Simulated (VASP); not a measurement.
# TaTe in VASP: a series of runs

Runs on TaTe. Level: PBE. Tasks: single point.

All numbers are computed with VASP 6.6.1; they aren't measurements. Logs are shortened: lines on timing, memory, paths and dates and some standing lists are left out, and cuts for length are marked.

**1. The cell of the first run**

The structure is orthorhombic, space group Immm (No. 71). The conventional cell has a = 3.987 Å, b = 4.068 Å, c = 5.696 Å, α = 90.00°, β = 90.00°, γ = 90.00°. Ta (site symmetry mmm) has 6 Te at 2.85 Å within 3.8 Å. Within 3.8 Å of Te (site symmetry mmm) lie 6 Ta at 2.85 Å.

**2. Single point, PBE, collinear spin**

INCAR

```
PREC = Accurate
ENCUT = 520
EDIFF = 1E-6
ISMEAR = 0
SIGMA = 0.05
LREAL = F
LASPH = T
NELM = 150
ALGO = Normal
ISIF = 2
LWAVE = F
LCHARG = T
ISPIN = 2
MAGMOM = 0.13 0
LORBIT = 11
LMAXMIX = 4
GGA = PE
LELF = T
LVHAR = T
NBANDS = 20
```

KPOINTS

```
regular mesh
0
Gamma
  10 10 10
```

POSCAR

```
TaTe
1.0
    0.0000000000      2.8194677569      2.8194677569
    2.8479472292     -0.0284794723      2.8479472292
    2.8479472292      2.8479472292     -0.0284794723
Ta Te
1 1
Direct
    0.5000000000      0.5000000000      0.5000000000
    0.0000000000      0.0000000000      0.0000000000
```

Potentials or basis: VASP PAW PBE potentials, release 64 (Ta_pv, Te).

Launch:

```sh
> cat potpaw_PBE.64/Ta_pv/POTCAR potpaw_PBE.64/Te/POTCAR > POTCAR
> mpirun -np 1 vasp_std > vasp.out
```

OUTCAR:

```text
PREC = Accurate
   ENCUT = 520
   EDIFF = 1E-6
   ISMEAR = 0
   LREAL = F
   LASPH = T
   NELM = 150
   ISIF = 2
   ISPIN = 2
   LORBIT = 11
   GGA = PE

 ion  position               nearest neighbor table
   1  0.500  0.500  0.500-   2 2.85   2 2.85   2 2.85   2 2.85   2 2.85   2 2.85
   2  0.000  0.000  0.000-   1 2.85   1 2.85   1 2.85   1 2.85   1 2.85   1 2.85

  LATTYP: Found a body centered orthorhombic cell.
 ALAT       =     3.9873295405
 B/A-ratio  =     1.0202020202
 C/A-ratio  =     1.4284985479

  Lattice vectors:

 A1 = (  -2.8479472292,   0.0284794723,  -2.8479472292)
 A2 = (  -2.8479472292,  -0.0284794723,   2.8479472292)
 A3 = (   2.8479472292,   2.8479472292,  -0.0284794723)

Analysis of symmetry for initial positions (statically):
=====================================================================
 Subroutine PRICEL returns:
 Original cell was already a primitive cell.

 Routine SETGRP: Setting up the symmetry group for a
 body centered orthorhombic supercell.

 Subroutine GETGRP returns: Found  8 space group operations
 (whereof  8 operations were pure point group operations)
 out of a pool of  8 trial point group operations.

The static configuration has the point symmetry D_2h.

Analysis of symmetry for dynamics (positions and initial velocities):
=====================================================================
 Subroutine PRICEL returns:
 Original cell was already a primitive cell.

 Routine SETGRP: Setting up the symmetry group for a
 body centered orthorhombic supercell.

 Subroutine GETGRP returns: Found  8 space group operations
 (whereof  8 operations were pure point group operations)
 out of a pool of  8 trial point group operations.

The dynamic configuration has the point symmetry D_2h.

Analysis of structural, dynamic, and magnetic symmetry:
=====================================================================
 Subroutine PRICEL returns:
 Original cell was already a primitive cell.

 Routine SETGRP: Setting up the symmetry group for a
 body centered orthorhombic supercell.

 Subroutine GETGRP returns: Found  8 space group operations
 (whereof  8 operations were pure point group operations)
 out of a pool of  8 trial point group operations.

The overall configuration has the point symmetry D_2h.

 Subroutine INISYM returns: Found  8 space group operations
 (whereof  8 operations are pure point group operations),
 and found     1 'primitive' translations

----------------------------------------------------------------------------------------

                                     Primitive cell

  volume of cell :      46.1937

  direct lattice vectors                    reciprocal lattice vectors
     0.000000000  2.819467757  2.819467757    -0.175565051  0.177338435  0.177338435
     2.847947229 -0.028479472  2.847947229     0.175565051 -0.173826783  0.173826783
     2.847947229  2.847947229 -0.028479472     0.175565051  0.173826783 -0.173826783

  length of vectors
     3.987329540  4.027706285  4.027706285     0.306138740  0.302083743  0.302083743

  position of ions in fractional coordinates (direct lattice)
     0.500000000  0.500000000  0.500000000
     0.000000000  0.000000000  0.000000000

  ion indices of the primitive-cell ions
   primitive index   ion index
                 1           1
                 2           2

----------------------------------------------------------------------------------------

 KPOINTS: regular mesh

Automatic generation of k-mesh.
 Grid dimensions read from file:
 generate k-points for:   10   10   10

 Generating k-lattice:

  Cartesian coordinates                     Fractional coordinates (reciprocal lattice)
    -0.017556505  0.017733844  0.017733844     0.100000000  0.000000000  0.000000000
     0.017556505 -0.017382678  0.017382678     0.000000000  0.100000000 -0.000000000
     0.017556505  0.017382678 -0.017382678     0.000000000 -0.000000000  0.100000000

  Length of vectors
     0.030613874  0.030208374  0.030208374

  Shift w.r.t. Gamma in fractional coordinates (k-lattice)
     0.000000000  0.000000000  0.000000000

 Subroutine IBZKPT returns following result:
 ===========================================

 Found    171 irreducible k-points:

 Following reciprocal coordinates:
            Coordinates               Weight
  0.000000  0.000000  0.000000      1.000000
  0.100000 -0.000000 -0.000000      4.000000
  0.200000 -0.000000 -0.000000      4.000000
  0.300000  0.000000 -0.000000      4.000000
  0.400000  0.000000 -0.000000      4.000000
  0.500000 -0.000000 -0.000000      2.000000
[... 16 lines left out ...]
 -0.400000  0.200000  0.000000      8.000000
 -0.300000  0.200000  0.000000      8.000000
 [... further k-points ...]
   k-points           NKPTS =    171   k-points in BZ     NKDIM =    171   number of bands    NBANDS=     20
   number of dos      NEDOS =    301   number of ions     NIONS =      2
   total plane-waves  NPLWV =  27000
   dimension x,y,z NGX =    30 NGY =   30 NGZ =   30
   dimension x,y,z NGXF=    60 NGYF=   60 NGZF=   60
   ions per type =               1   1
   NGX,Y,Z   is equivalent  to a cutoff of  12.51, 12.38, 12.38 a.u.
   NGXF,Y,Z  is equivalent  to a cutoff of  25.02, 24.77, 24.77 a.u.
 SYSTEM =  unknown system
   PREC   = accura    normal or accurate (medium, high low for compatibility)
   ISTART =      0    job   : 0-new  1-cont  2-samecut
   ICHARG =      2    charge: 1-file 2-atom 10-const
   ISPIN  =      2    spin polarized calculation?
   LNONCOLLINEAR =      F non collinear calculations
   LSORBIT =      F    spin-orbit coupling
   LASPH  =      T    aspherical Exc in radial PAW
   ENCUT  =  520.0 eV  38.22 Ry    6.18 a.u.   7.41  7.49  7.49*2*pi/ulx,y,z
   NELM   =    150;   NELMIN=  2; NELMDL= -5     # of ELM steps
   EDIFF  = 0.1E-05   stopping-criterion for ELM
   LREAL  =      F    real-space projection
   EDIFFG = 0.1E-04   stopping-criterion for IOM
   NSW    =      0    number of steps for IOM
   IBRION =     -1    ionic relax: 0-MD 1-quasi-New 2-CG
   NFREE  =      0    steps in history (QN), initial steepest desc. (CG)
   ISIF   =      2    stress and relaxation
   ISYM   =      2    0-nonsym 1-usesym 2-fastsym
   POTIM  = 0.5000    time-step for ionic-motion
   TEBEG  =    0.0;   TEEND  =   0.0 temperature during run
   PSTRESS=    0.0 pullay stress
   NELECT =      17.0000    total number of electrons
   NUPDOWN=      -1.0000    fix difference up-down
   EMIN   =  10.00;   EMAX   =-10.00  energy-range for DOS
   EFERMI =   0.00;   METHOD = LEGACY
   ISMEAR =     0;   SIGMA  =   0.05  broadening in eV -4-tet -1-fermi 0-gaus
   EFERMI_NEDOS =   21; number of points for ismear=-14 and -15
   IALGO  =     38    algorithm
   IMIX   =      4    mixing-type and parameters
     AMIX     =   0.40;   BMIX     =  1.00
     AMIX_MAG =   1.60;   BMIX_MAG =  1.00
  volume/ion in A,a.u.               =      23.10       155.87
  Fermi-wavevector in a.u.,A,eV,Ry     =   1.173177  2.216984 18.726313  1.376345
  Thomas-Fermi vector in A             =   2.309594
   LORBIT       =     11    0 simple, 1 ext, 2 COOP (PROOUT), +10 PAW based schemes
   GGA     = PE    functional components
   LHFCALC =     F    Hartree Fock is set to
   AEXX    =    0.0000 exact exchange contribution
   IVDW    =     0    specifies the selected vdW correction
   LEPSILON=     F    determine dielectric tensor
   LRPA    =     F    only Hartree local field effects (RPA)
 spin polarized calculation
 Gauss-broadening in eV      SIGMA  =   0.05
  energy-cutoff  :      520.00
  volume of cell :       46.19
 maximum number of plane-waves:      1269
 NGX is ok and might be reduce to    30
   NGX = 15   NGY = 15   NGZ = 15

 number of electron      17.0000000 magnetization       0.1720387

 Free energy of the ion-electron system (eV)
  ---------------------------------------------------
  ext. energy  EPLUGINS =         0.00000000
  ---------------------------------------------------
  free energy    TOTEN  =       -13.35175207 eV

  energy without entropy =      -13.34747052  energy(sigma->0) =      -13.34961130

 E-fermi :   8.3012     XC(G=0): -11.0771

 val. band max:        8.2971488312   @ k =  -0.4000   0.1000   0.1000
 cond. band min:       8.3043934814   @ k =   0.1000  -0.0000  -0.0000
 fundamental gap:      0.0072446502
 Fermi energy:         8.3011571370

 spin component 1

 k-point     1 :       0.0000    0.0000    0.0000
  band No.  band energies     occupation
      1     -27.1591      1.00000
      2     -27.1582      1.00000
      3     -27.1546      1.00000
      4      -5.9969      1.00000
      5       6.4456      1.00000
      6       6.5284      1.00000
[... 12 lines left out ...]
     19      19.1862      0.00000
     20      19.2659      0.00000

 k-point     2 :       0.1000   -0.0000   -0.0000
  band No.  band energies     occupation
      1     -27.1615      1.00000
      2     -27.1593      1.00000
      3     -27.1567      1.00000
      4      -5.8704      1.00000
      5       5.3376      1.00000
      6       5.5717      1.00000
[... 12 lines left out ...]
     19      19.5586      0.00000
     20      20.3501      0.00000

 k-point     3 :       0.2000   -0.0000   -0.0000
  band No.  band energies     occupation
      1     -27.1743      1.00000
      2     -27.1598      1.00000
      3     -27.1580      1.00000
      4      -5.5086      1.00000
      5       3.6859      1.00000
      6       4.6441      1.00000
[... 12 lines left out ...]
     19      19.6766      0.00000
     20      21.1681      0.00000

 k-point     4 :       0.3000    0.0000   -0.0000
  band No.  band energies     occupation
      1     -27.1906      1.00000
      2     -27.1604      1.00000
      3     -27.1590      1.00000
      4      -4.9746      1.00000
      5       2.1576      1.00000
      6       3.9529      1.00000
[... 429 lines left out ...]
 k-point    23 :      -0.4000    0.2000    0.0000
  band No.  band energies     occupation
      1     -27.2011      1.00000
      2     -27.1741      1.00000
      3     -27.1631      1.00000
      4      -4.1985      1.00000
      5       1.1268      1.00000
      6       3.1300      1.00000
[... 12 lines left out ...]
     19      20.6489      0.00000
     20      21.2809      0.00000

 k-point    24 :      -0.3000    0.2000    0.0000
  band No.  band energies     occupation
      1     -27.1952      1.00000
      2     -27.1747      1.00000
      3     -27.1600      1.00000
      4      -4.4520      1.00000
      5       1.4618      1.00000
      6       3.3991      1.00000
[... 12 lines left out ...]
     19      21.0445      0.00000
     20      21.2744      0.00000

 [... further k-points ...]

 spin component 2

 k-point     1 :       0.0000    0.0000    0.0000
  band No.  band energies     occupation
      1     -27.0829      1.00000
      2     -27.0816      1.00000
      3     -27.0812      1.00000
      4      -5.9774      1.00000
      5       6.4611      1.00000
      6       6.5428      1.00000
[... 12 lines left out ...]
     19      19.2183      0.00000
     20      19.2969      0.00000

 k-point     2 :       0.1000   -0.0000   -0.0000
  band No.  band energies     occupation
      1     -27.0871      1.00000
      2     -27.0827      1.00000
      3     -27.0814      1.00000
      4      -5.8515      1.00000
      5       5.3706      1.00000
      6       5.6168      1.00000
[... 12 lines left out ...]
     19      19.6005      0.00000
     20      20.3935      0.00000

 k-point     3 :       0.2000   -0.0000   -0.0000
  band No.  band energies     occupation
      1     -27.1004      1.00000
      2     -27.0835      1.00000
      3     -27.0819      1.00000
      4      -5.4913      1.00000
      5       3.7201      1.00000
      6       4.6947      1.00000
[... 12 lines left out ...]
     19      19.7171      0.00000
     20      21.2170      0.00000

 k-point     4 :       0.3000    0.0000   -0.0000
  band No.  band energies     occupation
      1     -27.1167      1.00000
      2     -27.0845      1.00000
      3     -27.0825      1.00000
      4      -4.9602      1.00000
      5       2.1942      1.00000
      6       4.0051      1.00000
[... 429 lines left out ...]
 k-point    23 :      -0.4000    0.2000    0.0000
  band No.  band energies     occupation
      1     -27.1273      1.00000
      2     -27.0973      1.00000
      3     -27.0875      1.00000
      4      -4.1888      1.00000
      5       1.1683      1.00000
      6       3.1688      1.00000
[... 12 lines left out ...]
     19      20.6976      0.00000
     20      21.3449      0.00000

 k-point    24 :      -0.3000    0.2000    0.0000
  band No.  band energies     occupation
      1     -27.1209      1.00000
      2     -27.0982      1.00000
      3     -27.0845      1.00000
      4      -4.4406      1.00000
      5       1.5040      1.00000
      6       3.4348      1.00000
[... 12 lines left out ...]
     19      21.0857      0.00000
     20      21.3381      0.00000

 [... further k-points ...]

------------------------ aborting loop because EDIFF is reached ----------------------------------------

  FORCE on cell =-STRESS in cart. coord.  units (eV):
  Direction    XX          YY          ZZ          XY          YZ          ZX
  --------------------------------------------------------------------------------------
  -------------------------------------------------------------------------------------
  Total        0.0108862      0.0133326      0.0133326      0.0000000     -0.1660579      0.0000000
  in kB        0.3775754      0.4624277      0.4624277      0.0000000     -5.7595393      0.0000000
  external PRESSURE =       0.4341436 kB  Pullay stress =       0.0000000 kB

 VOLUME and BASIS-vectors are now :
 -----------------------------------------------------------------------------
  energy-cutoff  :      520.00
  volume of cell :       46.19
      direct lattice vectors                 reciprocal lattice vectors
     0.000000000  2.819467757  2.819467757    -0.175565051  0.177338435  0.177338435
     2.847947229 -0.028479472  2.847947229     0.175565051 -0.173826783  0.173826783
     2.847947229  2.847947229 -0.028479472     0.175565051  0.173826783 -0.173826783

 POSITION                                       TOTAL-FORCE (eV/Angst)
 -----------------------------------------------------------------------------------
      2.84795      2.81947      2.81947         0.000000     -0.000000     -0.000000
      0.00000      0.00000      0.00000        -0.000000      0.000000      0.000000
 -----------------------------------------------------------------------------------
    total drift:                                0.000000     -0.000000      0.000000

  FREE ENERGIE OF THE ION-ELECTRON SYSTEM (eV)
  ---------------------------------------------------
  free  energy   TOTEN  =       -13.3517520676 eV

  energy  without entropy=      -13.3474705249  energy(sigma->0) =      -13.34961130

 total charge

# of ion       s       p       d       tot
------------------------------------------
    1        0.284   6.062   2.413   8.758
    2        1.327   2.039   0.129   3.495
--------------------------------------------------
tot          1.610   8.101   2.542  12.253

 magnetization (x)

# of ion       s       p       d       tot
------------------------------------------
    1        0.007   0.001   0.113   0.121
    2        0.001  -0.004   0.006   0.002
--------------------------------------------------
tot          0.007  -0.003   0.119   0.124
```

Run time: 2.6 min. Hardware: 1 thread of Intel Xeon 6975P-C (Granite Rapids), shared host; peak memory 0.37 GiB.

What came out:

```yaml
Free_energy: -13.3518 eV
Pressure: 0.0 GPa
Net_moment: 0.17 μB per cell
Site_moments: Ta +0.12; Te +0.00 μB
Valence_electrons_inside_the_program's_atomic_spheres: Ta 8.76; Te 3.50
```

Caveat: a moment this small can come from the mesh or the smearing; spin-orbit coupling is left out, which moves the levels of the heavy elements.

**3. Single point, PBE, non-collinear spin, typed start, spin-orbit coupling**

INCAR

```
SYSTEM = TaTe
PREC = Accurate
ENCUT = 520
EDIFF = 1E-6
ISMEAR = 0
SIGMA = 0.05
LREAL = .FALSE.
LASPH = .TRUE.
NELM = 150
ALGO = Normal
ISIF = 2
LWAVE = .FALSE.
LCHARG = .FALSE.
MAGMOM = 0 0 2 0 0 0
LORBIT = 11
LSORBIT = .TRUE.
GGA_COMPAT = .FALSE.
LORBMOM = .TRUE.
LMAXMIX = 4
GGA = PE
NBANDS = 29
```

KPOINTS

```
Automatic mesh
0
G
  10 10 10
  0 0 0
```

POSCAR

```
TaTe
1.0
    0.0000000000      2.8479472292      2.8479472292
    2.8479472292      0.0000000000      2.8479472292
    2.8479472292      2.8479472292      0.0000000000
Ta Te
1 1
Direct
    0.5000000000      0.5000000000      0.5000000000
    0.0000000000      0.0000000000      0.0000000000
```

Potentials or basis: VASP PAW PBE potentials, release 64 (Ta_pv, Te).

Launch:

```sh
> cat potpaw_PBE.64/Ta_pv/POTCAR potpaw_PBE.64/Te/POTCAR > POTCAR
> mpirun -np 1 vasp_ncl > vasp.out
```

It took 4.3 min on 1 thread of Intel Xeon 6975P-C (Granite Rapids), shared host; peak memory 0.47 GiB.

Results (log left out):

- Free energy: -14.1916 eV
- Pressure: 0.5 GPa
- Net moment: 0.23 μB per cell
- Valence electrons inside the program's atomic spheres: Ta 8.77; Te 3.50

Moments on the atoms (μB; x, y, z):
```
Ta  0.00 0.00 0.16
Te  0.00 0.00 0.00
```

Caveat: a moment this small can come from the mesh or the smearing.
